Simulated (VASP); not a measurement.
# Hf2N (P4_2/mnm) in VASP: a series of runs, part 3 of 3

VASP 6.6.1.

## Step 5: Single point, PBEsol (16.29 Å³/atom)

This run uses another cell than the first one, of 16.29 Å³/atom.

Contents of INCAR:

```
PREC = Accurate ; ENCUT = 520
EDIFF = 1E-6 ; ISMEAR = 0
SIGMA = 0.15 ; LREAL = F
LASPH = T ; NELM = 100
ALGO = Normal ; ISIF = 2
LWAVE = F ; LCHARG = F
GGA = PS ; NBANDS = 34
```

Contents of KPOINTS:

```
Automatic mesh
0
Gamma
  8 8 14
```

Contents of POSCAR:

```
Hf2N
1.0
    5.5800880128      0.0000000000      0.0000000000
    0.0000000000      5.5800880128      0.0000000000
    0.0000000000      0.0000000000      3.1387995072
Hf N
4 2
Direct
    0.2954631013      0.2954631013      0.0000000000
    0.7045368987      0.7045368987      0.0000000000
    0.7954631013      0.2045368987      0.5000000000
    0.2045368987      0.7954631013      0.5000000000
    0.0000000000      0.0000000000      0.0000000000
    0.5000000000      0.5000000000      0.5000000000
```

Potentials or basis: VASP PAW PBE potentials, release 64 (Hf_pv, N).

On the command line:

```
cat potpaw_PBE.64/Hf_pv/POTCAR potpaw_PBE.64/N/POTCAR > POTCAR
mpirun -np 1 vasp_std > vasp.out
```

OUTCAR:

```text
PREC = Accurate
   ENCUT = 520
   EDIFF = 1E-6
   ISMEAR = 0
   LREAL = F
   LASPH = T
   NELM = 100
   ISIF = 2
   GGA = PS

 ion  position               nearest neighbor table
   1  0.295  0.295  0.000-   6 2.25   6 2.25   5 2.33   2 3.23   4 3.24   3 3.24   4 3.24   3 3.24
                             4 3.24   4 3.24   3 3.24   3 3.24
   2  0.705  0.705  0.000-   6 2.25   6 2.25   5 2.33   1 3.23   4 3.24   3 3.24   4 3.24   3 3.24
                             3 3.24   3 3.24   4 3.24   4 3.24
   3  0.795  0.205  0.500-   5 2.25   5 2.25   6 2.33   4 3.23   1 3.24   1 3.24   2 3.24   2 3.24
                             2 3.24   2 3.24   1 3.24   1 3.24
   4  0.205  0.795  0.500-   5 2.25   5 2.25   6 2.33   3 3.23   1 3.24   1 3.24   2 3.24   2 3.24
                             1 3.24   1 3.24   2 3.24   2 3.24
   5  0.000  0.000  0.000-   3 2.25   4 2.25   3 2.25   4 2.25   1 2.33   2 2.33
   6  0.500  0.500  0.500-   1 2.25   2 2.25   1 2.25   2 2.25   3 2.33   4 2.33

  LATTYP: Found a simple tetragonal cell.
 ALAT       =     5.5800880128
 C/A-ratio  =     0.5625000000

  Lattice vectors:

 A1 = (   5.5800880128,   0.0000000000,   0.0000000000)
 A2 = (   0.0000000000,   5.5800880128,   0.0000000000)
 A3 = (   0.0000000000,   0.0000000000,   3.1387995072)

Analysis of symmetry for initial positions (statically):
=====================================================================
 Subroutine PRICEL returns:
 Original cell was already a primitive cell.

 Routine SETGRP: Setting up the symmetry group for a
 simple tetragonal supercell.

 Subroutine GETGRP returns: Found 16 space group operations
 (whereof  8 operations were pure point group operations)
 out of a pool of 16 trial point group operations.

The static configuration has the point symmetry D_2h.
 The point group associated with its full space group is D_4h.

Analysis of symmetry for dynamics (positions and initial velocities):
=====================================================================
[... 142 lines left out ...]
  Thomas-Fermi vector in A             =   2.439937
   LORBIT       =      0    0 simple, 1 ext, 2 COOP (PROOUT), +10 PAW based schemes
   GGA     = PS    functional components
   LHFCALC =     F    Hartree Fock is set to
   AEXX    =    0.0000 exact exchange contribution
   IVDW    =     0    specifies the selected vdW correction
   LEPSILON=     F    determine dielectric tensor
   LRPA    =     F    only Hartree local field effects (RPA)
 non-spin polarized calculation
 Gauss-broadening in eV      SIGMA  =   0.15
  energy-cutoff  :      520.00
  volume of cell :       97.73
 maximum number of plane-waves:      2664
 NGX is ok and might be reduce to    42
   NGX = 21   NGY = 21   NGZ = 11

 number of electron      49.9999991 magnetization

 Free energy of the ion-electron system (eV)
  ---------------------------------------------------
  ext. energy  EPLUGINS =         0.00000000
  ---------------------------------------------------
  free energy    TOTEN  =       -66.83296342 eV

  energy without entropy =      -66.80217560  energy(sigma->0) =      -66.81756951

 E-fermi :   5.3021     XC(G=0): -11.7818

 val. band max:        5.2857896357   @ k =   0.3750   0.1250   0.2857
 cond. band min:       5.3185300190   @ k =   0.5000   0.3750   0.2143
 fundamental gap:      0.0327403833
 Fermi energy:         5.3020507395

 k-point     1 :       0.0000    0.0000    0.0000
  band No.  band energies     occupation
      1     -25.8135      2.00000
      2     -25.4851      2.00000
      3     -25.4387      2.00000
      4     -25.4387      2.00000
      5     -25.1065      2.00000
      6     -25.0802      2.00000
[... 877 lines left out ...]
     33       9.2406      0.00000
     34       9.2408      0.00000

 [... further k-points ...]

------------------------ aborting loop because EDIFF is reached ----------------------------------------

  FORCE on cell =-STRESS in cart. coord.  units (eV):
  Direction    XX          YY          ZZ          XY          YZ          ZX
  --------------------------------------------------------------------------------------
  -------------------------------------------------------------------------------------
  Total      -12.2199075    -12.2199075      0.2346184      0.0000000      0.0000000      0.0000000
  in kB     -200.3239275   -200.3239275      3.8461575      0.0000000      0.0000000      0.0000000
  external PRESSURE =    -132.2672325 kB  Pullay stress =       0.0000000 kB

 VOLUME and BASIS-vectors are now :
 -----------------------------------------------------------------------------
  energy-cutoff  :      520.00
  volume of cell :       97.73
      direct lattice vectors                 reciprocal lattice vectors
     5.580088013  0.000000000  0.000000000     0.179208643  0.000000000  0.000000000
     0.000000000  5.580088013  0.000000000     0.000000000  0.179208643  0.000000000
     0.000000000  0.000000000  3.138799507     0.000000000  0.000000000  0.318593143

 POSITION                                       TOTAL-FORCE (eV/Angst)
 -----------------------------------------------------------------------------------
      1.64871      1.64871      0.00000         0.274212      0.274212      0.000000
      3.93138      3.93138      0.00000        -0.274212     -0.274212     -0.000000
      4.43875      1.14133      1.56940         0.274212     -0.274212     -0.000000
      1.14133      4.43875      1.56940        -0.274212      0.274212      0.000000
      0.00000      0.00000      0.00000         0.000000      0.000000      0.000000
      2.79004      2.79004      1.56940         0.000000      0.000000      0.000000
 -----------------------------------------------------------------------------------
    total drift:                                0.000000     -0.000000     -0.000000

  FREE ENERGIE OF THE ION-ELECTRON SYSTEM (eV)
  ---------------------------------------------------
  free  energy   TOTEN  =       -66.8329634207 eV

  energy  without entropy=      -66.8021756008  energy(sigma->0) =      -66.81756951
```

stdout:

```text
POSCAR found type information on POSCAR HfN
 POSCAR found :  2 types and       6 ions
 scaLAPACK will be used
 -----------------------------------------------------------------------------
|                                                                             |
|                                                                             |
|     You enforced a specific xc type in the INCAR file but a different       |
|     I HOPE YOU KNOW WHAT YOU ARE DOING!                                     |
|                                                                             |
 -----------------------------------------------------------------------------

 LDA part: xc-table for (Slater+PW92), standard interpolation
 POSCAR, INCAR and KPOINTS ok, starting setup
 FFT: planning ... GRIDC
 FFT: planning ... GRID_SOFT
 FFT: planning ... GRID
 WAVECAR not read
 entering main loop
```

Run time: 4.5 min. Hardware: 1 thread of Intel Xeon Platinum 8124M at 3.00GHz (Skylake/Cascade Lake), shared host; peak memory 0.42 GiB.

Results:

```yaml
Free_energy: -66.8330 eV
Pressure: -13.2 GPa
Largest_force: 0.388 eV/Å
Band_gap_on_the_k_mesh: zero (bands 25 and 26 overlap by 2.28 eV)
```

Forces in eV/Å, atoms in the order of the input:
```
Hf   0.274  0.274  0.000
Hf  -0.274 -0.274  0.000
Hf   0.274 -0.274  0.000
Hf  -0.274  0.274  0.000
N    0.000  0.000  0.000
N    0.000  0.000  0.000
```

Stress tensor (GPa, compression positive):
```
-20.03   0.00   0.00
  0.00 -20.03   0.00
  0.00   0.00   0.38
```

Levels at points of the mesh, in eV from the Fermi level:
| k point | band 21 | band 22 | band 23 | band 24 | band 25 | band 26 | band 27 | band 28 | band 29 | band 30 |
| --- | --- | --- | --- | --- | --- | --- | --- | --- | --- | --- |
| (0.00, 0.00, 0.00) | -3.09 | -2.06 | -0.43 | 0.39 | 0.85 | 0.85 | 1.09 | 1.80 | 2.28 | 2.28 |
| (0.50, 0.00, 0.00) | -2.54 | -2.54 | -1.07 | -1.07 | 1.21 | 1.21 | 1.37 | 1.37 | 2.46 | 2.46 |
| (0.50, 0.50, 0.00) | -1.82 | -1.82 | -1.55 | -1.55 | 1.02 | 1.02 | 1.19 | 1.19 | 1.31 | 1.31 |
| (0.00, 0.00, 0.50) | -1.26 | -1.26 | -1.17 | -1.17 | -1.07 | -1.07 | 1.75 | 1.75 | 3.29 | 3.29 |
| (0.50, 0.00, 0.50) | -1.80 | -1.80 | -1.00 | -1.00 | -0.78 | -0.78 | 1.53 | 1.53 | 3.35 | 3.35 |
| (0.50, 0.50, 0.50) | -1.42 | -1.42 | -0.92 | -0.92 | -0.41 | -0.41 | 1.08 | 1.08 | 2.65 | 2.65 |

Caveat: the cell stands under tension; the PAW data sets were made with another functional, which shifts forces and pressure a little; spin-orbit coupling is left out, which moves the levels of the heavy elements.

## Step 6: The runs side by side

| cell | gap on the mesh (eV) | pressure (GPa) | largest force (eV/Å) |
| --- | --- | --- | --- |
| a = 5.365, b = 5.365, c = 3.270 Å, 6 atoms | none | -8.4 | 0.06 |
| a = 5.270, b = 5.270, c = 3.388 Å, 6 atoms | none | -8.4 | 0.07 |
| a = 5.461, b = 5.461, c = 3.155 Å, 6 atoms | none | -7.7 | 0.19 |
| a = 5.580, b = 5.580, c = 3.139 Å, 6 atoms | none | -13.2 | 0.39 |

Alike in all rows: task single point; level PBEsol; potentials or basis VASP PAW PBE potentials, release 64 (Hf_pv, N); no spin polarisation; k mesh 8 × 8 × 14; cutoff (eV) 520; smearing gaussian 0.15 eV.

Caveats: the cell stands under tension; the PAW data sets were made with another functional, which shifts forces and pressure a little; spin-orbit coupling is left out, which moves the levels of the heavy elements.

Total energies depend on the potentials used, so only differences within one code and one set of settings carry meaning.
